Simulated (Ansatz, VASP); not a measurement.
**One calculation of BiRh, two programs**

```
Bi Rh
1.0
     4.01212    0.00000    0.00000
    -2.00606    3.47460    0.00000
     0.00000    0.00000    5.66300
Bi Rh
2 2
Direct
  0.33333 0.66667 0.25000
  0.66667 0.33333 0.75000
  0.00000 0.00000 0.00000
  0.00000 0.00000 0.50000
```

Change from the starting cell: equal xx and yy strain of -2 %.

Alike in both runs: task single point; functional LDA; k mesh 12 × 12 × 7; occupations fermi-dirac, width 0.03 eV; no spin polarisation.

|  | VASP | Ansatz |
| --- | --- | --- |
| version | VASP 6.6.1 | Ansatz 0.2.0 |
| potentials or method | VASP PAW LDA potentials, release 64 (Bi_d, Rh_pv), cutoff 520 eV | all-electron LAPW, scalar-relativistic |

VASP gave:

```
pressure (GPa)                                                : 3.4
traceless stress, the component that is largest in VASP (GPa) : -2.32
```

Q: Which values does Ansatz return?

A: Pressure (GPa): 3.0; traceless stress, the component that is largest in VASP (GPa): -2.34.

LDA's correlation is that of Perdew and Zunger in VASP and of Perdew and Wang (1992) in Ansatz. Ansatz ran all-electron here, and VASP with PAW potentials.

Neither program's run includes spin-orbit coupling.
